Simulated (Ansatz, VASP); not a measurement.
C: VASP beside Ansatz

The input INCAR:

```
ALGO = Normal ; EDIFF = 1E-6
ENCUT = 600 ; GGA = CA
GGA_COMPAT = F ; ISIF = 2
ISMEAR = 0 ; LASPH = T
LCHARG = F ; LREAL = F
LWAVE = F ; NBANDS = 11
NELM = 120 ; PREC = Accurate
SIGMA = 0.02
```

File KPOINTS:

```
k-points
0
Gamma
  12 12 12
```

POSCAR

```
C
1.0
    0.0000000000      1.7657234629      1.7657234629
    1.7657234629      0.0000000000      1.7657234629
    1.7657234629      1.7657234629      0.0000000000
C
2
Direct
    0.0000000000      0.0000000000      0.0000000000
    0.2500000000      0.2500000000      0.2500000000
```

Input for Ansatz:

```yaml
crystal:
  lattice:
    - [0.0, 1.7657234629, 1.7657234629]
    - [1.7657234629, 0.0, 1.7657234629]
    - [1.7657234629, 1.7657234629, 0.0]
  atoms:
    - { symbol: C, position: [0.0, 0.0, 0.0] }
    - { symbol: C, position: [0.25, 0.25, 0.25] }
basis:
  ecutwfc: 420
kpoints:
  mp_grid: { grid: [12, 12, 12] }
  band_path:
    path:
      - [[0.0, 0.0, 0.0], [0.5, 0.0, 0.5], [0.625, 0.25, 0.625]]
      - [[0.375, 0.375, 0.75], [0.0, 0.0, 0.0], [0.5, 0.5, 0.5], [0.5, 0.25, 0.75], [0.5, 0.0, 0.5]]
    npoints: 10
hamiltonian:
  xc: lda
  pseudopotentials: { kind: paw, azcp: { folder: soft_1 } }
scf:
  occupations: { method: gaussian, width: 0.02 }
  n_extra_bands: 7
output:
  forces: true
  stress: true
  eigenvalues: true
```

Alike in both runs: task single point; functional LDA; k mesh 12 × 12 × 12; occupations gaussian, width 0.02 eV; no spin polarisation.

|  | VASP | Ansatz |
| --- | --- | --- |
| version | VASP 6.6.1 | Ansatz 0.2.0 |
| potentials or method | VASP PAW LDA potentials, release 64 (C), cutoff 600 eV | scalar-relativistic, plane waves, PAW |
| valence electrons in the cell | 8 | 8 |

```tsv
	VASP	Ansatz	Ansatz less VASP
gap on the k mesh at the Fermi level (eV)	4.20	4.20	+0.004
least direct gap on the mesh (eV)	5.63	5.62	-0.004
pressure (GPa)	0.9	0.0	-0.95
```

Ansatz warns that its potentials were made for another functional, while VASP's fit it. LDA's correlation is that of Perdew and Zunger in VASP and of Perdew and Wang (1992) in Ansatz.
